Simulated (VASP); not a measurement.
# Ti (P6_3/mmc) in VASP: a series of runs

The runs below take Ti through single point, with PBE.

Program: VASP 6.6.1. These are calculated values, not measurements. Logs are shortened: lines on timing, memory, paths and dates and some standing lists are left out, and cuts for length are marked.

## Step 1: The cell of the first run

Symmetry: P6_3/mmc, No. 194, hexagonal system. Conventional cell: a = 2.934 Å, b = 2.934 Å, c = 9.388 Å, α = 90.00°, β = 90.00°, γ = 120.00°. Within 3.8 Å of Ti (site symmetry -3m) lie 12 Ti at 2.89 to 2.93 Å. Within 3.8 Å of Ti (site symmetry -6m2) lie 12 Ti at 2.89 to 2.93 Å.

## Step 2: Single point, PBE

INCAR

```
PREC = Accurate
ENCUT = 520
EDIFF = 1E-7
ISMEAR = -1
SIGMA = 0.1
LREAL = F
LASPH = T
NELM = 80
ALGO = Normal
ISIF = 2
LWAVE = F
LCHARG = F
GGA = PE
NBANDS = 32
```

KPOINTS

```
regular mesh
0
Gamma
  12 12 4
```

POSCAR

```
Ti
1.0
    2.9343157509      0.0000000000      0.0000000000
   -1.4671578754      2.5411919830      0.0000000000
    0.0000000000      0.0000000000      9.3880059333
Ti
4
Direct
    1.0000000000      1.0000000000      0.0000000000
    1.0000000000      1.0000000000      0.5000000000
    0.3333333333      0.6666666667      0.2500000000
    0.6666666667      0.3333333333      0.7500000000
```

Potentials or basis: VASP PAW PBE potentials, release 64 (Ti_sv).

The run is started by

```
cat potpaw_PBE.64/Ti_sv/POTCAR > POTCAR
mpirun -np 1 vasp_std > vasp.out
```

OUTCAR:

```text
PREC = Accurate
   ENCUT = 520
   EDIFF = 1E-7
   ISMEAR = -1
   LREAL = F
   LASPH = T
   NELM = 80
   ISIF = 2
   GGA = PE

 ion  position               nearest neighbor table
   1  0.000  0.000  0.000-   3 2.89   4 2.89   3 2.89   4 2.89   4 2.89   3 2.89
   2  0.000  0.000  0.500-   3 2.89   4 2.89   3 2.89   4 2.89   4 2.89   3 2.89
   3  0.333  0.667  0.250-   1 2.89   2 2.89   1 2.89   2 2.89   1 2.89   2 2.89
   4  0.667  0.333  0.750-   1 2.89   2 2.89   1 2.89   2 2.89   1 2.89   2 2.89

  LATTYP: Found a hexagonal cell.
 ALAT       =     2.9343157509
 C/A-ratio  =     3.1993850459

  Lattice vectors:

 A1 = (   2.9343157509,   0.0000000000,   0.0000000000)
 A2 = (  -1.4671578754,   2.5411919830,   0.0000000000)
 A3 = (   0.0000000000,   0.0000000000,   9.3880059333)

Analysis of symmetry for initial positions (statically):
=====================================================================
 Subroutine PRICEL returns:
 Original cell was already a primitive cell.

 Routine SETGRP: Setting up the symmetry group for a
 hexagonal supercell.

 Subroutine GETGRP returns: Found 24 space group operations
 (whereof 12 operations were pure point group operations)
 out of a pool of 24 trial point group operations.

The static configuration has the point symmetry D_3d.
 The point group associated with its full space group is D_6h.

Analysis of symmetry for dynamics (positions and initial velocities):
=====================================================================
 Subroutine PRICEL returns:
 Original cell was already a primitive cell.

 Routine SETGRP: Setting up the symmetry group for a
 hexagonal supercell.

 Subroutine GETGRP returns: Found 24 space group operations
 (whereof 12 operations were pure point group operations)
 out of a pool of 24 trial point group operations.

The dynamic configuration has the point symmetry D_3d.
 The point group associated with its full space group is D_6h.

 Subroutine INISYM returns: Found 24 space group operations
 (whereof 12 operations are pure point group operations),
 and found     1 'primitive' translations

----------------------------------------------------------------------------------------

                                     Primitive cell

  volume of cell :      70.0032

  direct lattice vectors                    reciprocal lattice vectors
     2.934315751  0.000000000  0.000000000     0.340794954  0.196758058  0.000000000
    -1.467157875  2.541191983  0.000000000     0.000000000  0.393516116  0.000000000
     0.000000000  0.000000000  9.388005933     0.000000000  0.000000000  0.106518893

  length of vectors
     2.934315751  2.934315751  9.388005933     0.393516116  0.393516116  0.106518893

  position of ions in fractional coordinates (direct lattice)
     0.000000000  0.000000000  0.000000000
     0.000000000  0.000000000  0.500000000
     0.333333333  0.666666667  0.250000000
     0.666666667  0.333333333  0.750000000

  ion indices of the primitive-cell ions
   primitive index   ion index
                 1           1
                 2           2
                 3           3
                 4           4

----------------------------------------------------------------------------------------

 KPOINTS: regular mesh

Automatic generation of k-mesh.
 Grid dimensions read from file:
 generate k-points for:   12   12    4

 Generating k-lattice:

  Cartesian coordinates                     Fractional coordinates (reciprocal lattice)
     0.028399579  0.016396505  0.000000000     0.083333333 -0.000000000  0.000000000
     0.000000000  0.032793010  0.000000000     0.000000000  0.083333333  0.000000000
     0.000000000  0.000000000  0.026629723     0.000000000  0.000000000  0.250000000

  Length of vectors
     0.032793010  0.032793010  0.026629723

  Shift w.r.t. Gamma in fractional coordinates (k-lattice)
     0.000000000  0.000000000  0.000000000

 Subroutine IBZKPT returns following result:
 ===========================================

 Found     57 irreducible k-points:

 Following reciprocal coordinates:
            Coordinates               Weight
  0.000000  0.000000  0.000000      1.000000
  0.083333 -0.000000  0.000000      6.000000
  0.166667  0.000000  0.000000      6.000000
  0.250000  0.000000  0.000000      6.000000
  0.333333  0.000000  0.000000      6.000000
  0.416667  0.000000  0.000000      6.000000
[... 16 lines left out ...]
  0.250000  0.000000  0.250000     12.000000
  0.333333  0.000000  0.250000     12.000000
 [... further k-points ...]
   k-points           NKPTS =     57   k-points in BZ     NKDIM =     57   number of bands    NBANDS=     32
   number of dos      NEDOS =    301   number of ions     NIONS =      4
   total plane-waves  NPLWV =  40320
   dimension x,y,z NGX =    24 NGY =   24 NGZ =   70
   dimension x,y,z NGXF=    48 NGYF=   48 NGZF=  140
   ions per type =               4
   NGX,Y,Z   is equivalent  to a cutoff of  13.60, 13.60, 12.40 a.u.
   NGXF,Y,Z  is equivalent  to a cutoff of  27.19, 27.19, 24.79 a.u.
 SYSTEM =  unknown system
   PREC   = accura    normal or accurate (medium, high low for compatibility)
   ISTART =      0    job   : 0-new  1-cont  2-samecut
   ICHARG =      2    charge: 1-file 2-atom 10-const
   ISPIN  =      1    spin polarized calculation?
   LNONCOLLINEAR =      F non collinear calculations
   LSORBIT =      F    spin-orbit coupling
   LASPH  =      T    aspherical Exc in radial PAW
   ENCUT  =  520.0 eV  38.22 Ry    6.18 a.u.   5.46  5.46 17.46*2*pi/ulx,y,z
   NELM   =     80;   NELMIN=  2; NELMDL= -5     # of ELM steps
   EDIFF  = 0.1E-06   stopping-criterion for ELM
   LREAL  =      F    real-space projection
   EDIFFG = 0.1E-05   stopping-criterion for IOM
   NSW    =      0    number of steps for IOM
   IBRION =     -1    ionic relax: 0-MD 1-quasi-New 2-CG
   NFREE  =      0    steps in history (QN), initial steepest desc. (CG)
   ISIF   =      2    stress and relaxation
   ISYM   =      2    0-nonsym 1-usesym 2-fastsym
   POTIM  = 0.5000    time-step for ionic-motion
   TEBEG  =    0.0;   TEEND  =   0.0 temperature during run
   PSTRESS=    0.0 pullay stress
   NELECT =      48.0000    total number of electrons
   NUPDOWN=      -1.0000    fix difference up-down
   EMIN   =  10.00;   EMAX   =-10.00  energy-range for DOS
   EFERMI =   0.00;   METHOD = LEGACY
   ISMEAR =    -1;   SIGMA  =   0.10  broadening in eV -4-tet -1-fermi 0-gaus
   EFERMI_NEDOS =   21; number of points for ismear=-14 and -15
   IALGO  =     38    algorithm
   IMIX   =      4    mixing-type and parameters
     AMIX     =   0.40;   BMIX     =  1.00
     AMIX_MAG =   1.60;   BMIX_MAG =  1.00
  volume/ion in A,a.u.               =      17.50       118.10
  Fermi-wavevector in a.u.,A,eV,Ry     =   1.443608  2.728024 28.354606  2.084005
  Thomas-Fermi vector in A             =   2.561997
   LORBIT       =      0    0 simple, 1 ext, 2 COOP (PROOUT), +10 PAW based schemes
   GGA     = PE    functional components
[... 5 lines left out ...]
 non-spin polarized calculation
  energy-cutoff  :      520.00
  volume of cell :       70.00
 maximum number of plane-waves:      1931
 NGX is ok and might be reduce to    24
   NGX = 11   NGY = 11   NGZ = 35

 number of electron      47.9999993 magnetization

 Free energy of the ion-electron system (eV)
  ---------------------------------------------------
  ext. energy  EPLUGINS =         0.00000000
  ---------------------------------------------------
  free energy    TOTEN  =       -31.27360380 eV

  energy without entropy =      -31.06353467  energy(sigma->0) =      -31.16856924

 E-fermi :   8.1723     XC(G=0): -11.4638

 val. band max:        8.1694305535   @ k =   0.1667   0.0000   0.2500
 cond. band min:       8.1787656851   @ k =   0.3333   0.3333   0.0000
 fundamental gap:      0.0093351316
 Fermi energy:         8.1722867496

 k-point     1 :       0.0000    0.0000    0.0000
  band No.  band energies     occupation
      1     -48.6088      2.00000
      2     -48.5526      2.00000
      3     -48.5371      2.00000
      4     -48.4801      2.00000
      5     -25.1558      2.00000
      6     -24.8381      2.00000
[... 24 lines left out ...]
     31       9.3581      0.00001
     32       9.3581      0.00001

 k-point     2 :       0.0833   -0.0000    0.0000
  band No.  band energies     occupation
      1     -48.6021      2.00000
      2     -48.5478      2.00000
      3     -48.5323      2.00000
      4     -48.4773      2.00000
      5     -25.1410      2.00000
      6     -24.8432      2.00000
[... 24 lines left out ...]
     31       9.4011      0.00001
     32       9.4762      0.00000

 k-point     3 :       0.1667    0.0000    0.0000
  band No.  band energies     occupation
      1     -48.5834      2.00000
      2     -48.5346      2.00000
      3     -48.5192      2.00000
      4     -48.4698      2.00000
      5     -25.0990      2.00000
      6     -24.8674      2.00000
[... 24 lines left out ...]
     31       9.7330      0.00000
     32       9.7609      0.00000

 k-point     4 :       0.2500    0.0000    0.0000
  band No.  band energies     occupation
      1     -48.5568      2.00000
      2     -48.5165      2.00000
      3     -48.5012      2.00000
      4     -48.4605      2.00000
      5     -25.0384      2.00000
      6     -24.9302      2.00000
[... 24 lines left out ...]
     31       9.8482      0.00000
     32      10.1282      0.00000

 k-point     5 :       0.3333    0.0000    0.0000
  band No.  band energies     occupation
      1     -48.5281      2.00000
      2     -48.4984      2.00000
      3     -48.4831      2.00000
      4     -48.4531      2.00000
      5     -25.0200      2.00000
      6     -25.0054      2.00000
[... 584 lines left out ...]
     31       9.3044      0.00002
     32       9.3822      0.00001

 k-point    22 :       0.1667    0.0000    0.2500
  band No.  band energies     occupation
      1     -48.5792      2.00000
      2     -48.5497      2.00000
      3     -48.5040      2.00000
      4     -48.4740      2.00000
      5     -25.0803      2.00000
      6     -24.9471      2.00000
[... 24 lines left out ...]
     31       9.5482      0.00000
     32       9.6779      0.00000

 k-point    23 :       0.2500    0.0000    0.2500
  band No.  band energies     occupation
      1     -48.5533      2.00000
      2     -48.5286      2.00000
      3     -48.4891      2.00000
      4     -48.4641      2.00000
      5     -25.0296      2.00000
      6     -24.9636      2.00000
[... 24 lines left out ...]
     31       9.9186      0.00000
     32      10.2142      0.00000

 k-point    24 :       0.3333    0.0000    0.2500
  band No.  band energies     occupation
      1     -48.5254      2.00000
      2     -48.5067      2.00000
      3     -48.4747      2.00000
      4     -48.4559      2.00000
      5     -25.0256      2.00000
      6     -24.9874      2.00000
[... 24 lines left out ...]
     31      10.3433      0.00000
     32      10.8235      0.00000

 [... further k-points ...]

------------------------ aborting loop because EDIFF is reached ----------------------------------------

  FORCE on cell =-STRESS in cart. coord.  units (eV):
  Direction    XX          YY          ZZ          XY          YZ          ZX
  --------------------------------------------------------------------------------------
  -------------------------------------------------------------------------------------
  Total       -0.1137033     -0.1137033     -0.1161513     -0.0000000      0.0000000     -0.0000000
  in kB       -2.6023508     -2.6023508     -2.6583788     -0.0000000      0.0000000     -0.0000000
  external PRESSURE =      -2.6210268 kB  Pullay stress =       0.0000000 kB

 VOLUME and BASIS-vectors are now :
 -----------------------------------------------------------------------------
  energy-cutoff  :      520.00
  volume of cell :       70.00
      direct lattice vectors                 reciprocal lattice vectors
     2.934315751  0.000000000  0.000000000     0.340794954  0.196758058  0.000000000
    -1.467157875  2.541191983  0.000000000     0.000000000  0.393516116  0.000000000
     0.000000000  0.000000000  9.388005933     0.000000000  0.000000000  0.106518893

 POSITION                                       TOTAL-FORCE (eV/Angst)
 -----------------------------------------------------------------------------------
      0.00000      0.00000      0.00000        -0.000000      0.000000     -0.000000
      0.00000      0.00000      4.69400        -0.000000      0.000000     -0.000000
     -0.00000      1.69413      2.34700        -0.000000     -0.000000      0.000000
      1.46716      0.84706      7.04100         0.000000      0.000000      0.000000
 -----------------------------------------------------------------------------------
    total drift:                               -0.000000      0.000000      0.000000

  FREE ENERGIE OF THE ION-ELECTRON SYSTEM (eV)
  ---------------------------------------------------
  free  energy   TOTEN  =       -31.2736037974 eV

  energy  without entropy=      -31.0635346743  energy(sigma->0) =      -31.16856924
```

It took 63 s on 1 thread of Intel Xeon 6975P-C (Granite Rapids), shared host; peak memory 0.24 GiB.

Results:

| Property | Result |
| --- | --- |
| Free energy | -31.2736 eV |
| Pressure | -0.3 GPa |
| Band gap on the k mesh | zero (bands 24 and 25 overlap by 1.09 eV) |

## Step 3: Single point, PBE (16.80 Å³/atom)

This run uses another cell than the first one, of 16.80 Å³/atom.

INCAR

```
SYSTEM = Ti
PREC = Accurate ; ENCUT = 520
EDIFF = 1E-7 ; ISMEAR = -1
SIGMA = 0.1 ; LREAL = .FALSE.
LASPH = .TRUE. ; NELM = 80
ALGO = Normal ; ISIF = 2
LWAVE = .FALSE. ; LCHARG = .FALSE.
GGA = PE ; NBANDS = 32
```

KPOINTS

```
regular mesh
0
G
  14 14 4
  0 0 0
```

POSCAR

```
Ti
1.0
    2.8946579739      0.0000000000      0.0000000000
   -1.4473289869      2.5068473407      0.0000000000
    0.0000000000      0.0000000000      9.2611254346
Ti
4
Direct
    1.0000000000      1.0000000000      0.0000000000
    1.0000000000      1.0000000000      0.5000000000
    0.3333333333      0.6666666667      0.2500000000
    0.6666666667      0.3333333333      0.7500000000
```

Potentials or basis: VASP PAW PBE potentials, release 64 (Ti_sv).

The run is started by

```
cat potpaw_PBE.64/Ti_sv/POTCAR > POTCAR
mpirun -np 1 vasp_std > vasp.out
```

OUTCAR:

```text
SYSTEM = Ti
   PREC = Accurate
   ENCUT = 520
   EDIFF = 1E-7
   ISMEAR = -1
   LREAL = .FALSE.
   LASPH = .TRUE.
   NELM = 80
   ISIF = 2
   GGA = PE

 ion  position               nearest neighbor table
   1  0.000  0.000  0.000-   3 2.86   4 2.86   4 2.86   3 2.86   4 2.86   3 2.86
   2  0.000  0.000  0.500-   3 2.86   4 2.86   4 2.86   3 2.86   4 2.86   3 2.86
   3  0.333  0.667  0.250-   1 2.86   2 2.86   1 2.86   2 2.86   1 2.86   2 2.86
   4  0.667  0.333  0.750-   1 2.86   2 2.86   1 2.86   2 2.86   1 2.86   2 2.86

  LATTYP: Found a hexagonal cell.
 ALAT       =     2.8946579739
 C/A-ratio  =     3.1993850459

  Lattice vectors:

 A1 = (   2.8946579739,   0.0000000000,   0.0000000000)
 A2 = (  -1.4473289869,   2.5068473407,   0.0000000000)
 A3 = (   0.0000000000,   0.0000000000,   9.2611254346)

Analysis of symmetry for initial positions (statically):
=====================================================================
 Subroutine PRICEL returns:
 Original cell was already a primitive cell.

 Routine SETGRP: Setting up the symmetry group for a
 hexagonal supercell.

 Subroutine GETGRP returns: Found 24 space group operations
 (whereof 12 operations were pure point group operations)
 out of a pool of 24 trial point group operations.

The static configuration has the point symmetry D_3d.
 The point group associated with its full space group is D_6h.

Analysis of symmetry for dynamics (positions and initial velocities):
=====================================================================
 Subroutine PRICEL returns:
 Original cell was already a primitive cell.

 Routine SETGRP: Setting up the symmetry group for a
 hexagonal supercell.

 Subroutine GETGRP returns: Found 24 space group operations
 (whereof 12 operations were pure point group operations)
 out of a pool of 24 trial point group operations.

The dynamic configuration has the point symmetry D_3d.
 The point group associated with its full space group is D_6h.

 Subroutine INISYM returns: Found 24 space group operations
[... 115 lines left out ...]
   EFERMI =   0.00;   METHOD = LEGACY
   ISMEAR =    -1;   SIGMA  =   0.10  broadening in eV -4-tet -1-fermi 0-gaus
   EFERMI_NEDOS =   21; number of points for ismear=-14 and -15
   IALGO  =     38    algorithm
   IMIX   =      4    mixing-type and parameters
     AMIX     =   0.40;   BMIX     =  1.00
     AMIX_MAG =   1.60;   BMIX_MAG =  1.00
  volume/ion in A,a.u.               =      16.80       113.38
  Fermi-wavevector in a.u.,A,eV,Ry     =   1.463386  2.765399 29.136863  2.141499
  Thomas-Fermi vector in A             =   2.579487
   LORBIT       =      0    0 simple, 1 ext, 2 COOP (PROOUT), +10 PAW based schemes
   GGA     = PE    functional components
[... 5 lines left out ...]
 non-spin polarized calculation
  energy-cutoff  :      520.00
  volume of cell :       67.20
 maximum number of plane-waves:      1847
 NGX is ok and might be reduce to    24
   NGX = 11   NGY = 11   NGZ = 35

 number of electron      47.9999986 magnetization

 Free energy of the ion-electron system (eV)
  ---------------------------------------------------
  ext. energy  EPLUGINS =         0.00000000
  ---------------------------------------------------
  free energy    TOTEN  =       -31.23653674 eV

  energy without entropy =      -31.03156170  energy(sigma->0) =      -31.13404922

 E-fermi :   8.6078     XC(G=0): -11.6570

 val. band max:        8.6048592697   @ k =   0.1429  -0.0000   0.0000
 cond. band min:       8.6087573240   @ k =   0.2143   0.1429   0.2500
 fundamental gap:      0.0038980543
 Fermi energy:         8.6077970491

 k-point     1 :       0.0000    0.0000    0.0000
  band No.  band energies     occupation
      1     -48.1033      2.00000
      2     -48.0365      2.00000
      3     -48.0196      2.00000
      4     -47.9516      2.00000
      5     -24.6963      2.00000
      6     -24.3320      2.00000
[... 829 lines left out ...]
     31      11.1484      0.00000
     32      11.4225      0.00000

 [... further k-points ...]

------------------------ aborting loop because EDIFF is reached ----------------------------------------

  FORCE on cell =-STRESS in cart. coord.  units (eV):
  Direction    XX          YY          ZZ          XY          YZ          ZX
  --------------------------------------------------------------------------------------
  -------------------------------------------------------------------------------------
  Total        1.8780904      1.8780904      1.8887582      0.0000000      0.0000000     -0.0000000
  in kB       44.7752648     44.7752648     45.0295945      0.0000000      0.0000000     -0.0000000
  external PRESSURE =      44.8600414 kB  Pullay stress =       0.0000000 kB

 VOLUME and BASIS-vectors are now :
 -----------------------------------------------------------------------------
  energy-cutoff  :      520.00
  volume of cell :       67.20
      direct lattice vectors                 reciprocal lattice vectors
     2.894657974  0.000000000  0.000000000     0.345463958  0.199453709  0.000000000
    -1.447328987  2.506847341  0.000000000     0.000000000  0.398907418  0.000000000
     0.000000000  0.000000000  9.261125435     0.000000000  0.000000000  0.107978237

 POSITION                                       TOTAL-FORCE (eV/Angst)
 -----------------------------------------------------------------------------------
      0.00000      0.00000      0.00000        -0.000000      0.000000      0.000000
      0.00000      0.00000      4.63056        -0.000000      0.000000      0.000000
     -0.00000      1.67123      2.31528        -0.000000     -0.000000     -0.000000
      1.44733      0.83562      6.94584         0.000000      0.000000      0.000000
 -----------------------------------------------------------------------------------
    total drift:                               -0.000000      0.000000      0.000000

  FREE ENERGIE OF THE ION-ELECTRON SYSTEM (eV)
  ---------------------------------------------------
  free  energy   TOTEN  =       -31.2365367361 eV

  energy  without entropy=      -31.0315617010  energy(sigma->0) =      -31.13404922
```

It took 75 s on 1 thread of Intel Xeon 6975P-C (Granite Rapids), shared host; peak memory 0.25 GiB.

What came out:

```yaml
Free_energy: -31.2365 eV
Pressure: 4.5 GPa
Band_gap_on_the_k_mesh: zero (bands 24 and 25 overlap by 1.18 eV)
```

Caveat: the cell stands under pressure.

(Continued in part 2 of 3.)
